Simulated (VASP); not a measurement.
YSe, 2 atoms in the cell. It takes space group Fm-3m (No. 225, cubic). The conventional cell has a = 5.769 Å, b = 5.769 Å, c = 5.769 Å, α = 90.00°, β = 90.00°, γ = 90.00°. Within 3.8 Å of Y (site symmetry m-3m) lie 6 Se at 2.88 Å. Se (site symmetry m-3m) has 6 Y at 2.88 Å within 3.8 Å.  This cell differs from its parent crystal: volume scaled by 1.01.

```yaml
Program: VASP 6.6.1
Task: electric field gradients
Functional: LDA
Potentials_or_basis: VASP PAW LDA potentials, release 64 (Y_sv, Se)
Cutoff: 520 eV
k_mesh: 7 × 7 × 7
Occupations: fermi-dirac, width 0.03 eV
Spin: no spin polarisation
Dipole_correction: no
Further_INCAR_settings: ALGO = Normal; EDIFF = 1e-08; NBANDS = 16
```

Potentials or basis: VASP PAW LDA potentials, release 64 (Y_sv, Se).

Launch:

```sh
$ cat potpaw_LDA.64/Y_sv/POTCAR potpaw_LDA.64/Se/POTCAR > POTCAR
$ mpirun -np 1 vasp_std > vasp.out
```

Hardware: 1 thread of Intel(R) Xeon(R) Platinum 8259CL CPU @ 2.50GHz (Skylake/Cascade Lake), with other jobs on the host.

Problem. How long does it take, and how much memory?

Solution. Run time: 17 s on 1 thread of Intel(R) Xeon(R) Platinum 8259CL CPU @ 2.50GHz (Skylake/Cascade Lake), with other jobs on the host, peak memory 0.17 GiB. Counts: scf iterations 15, k points 20.
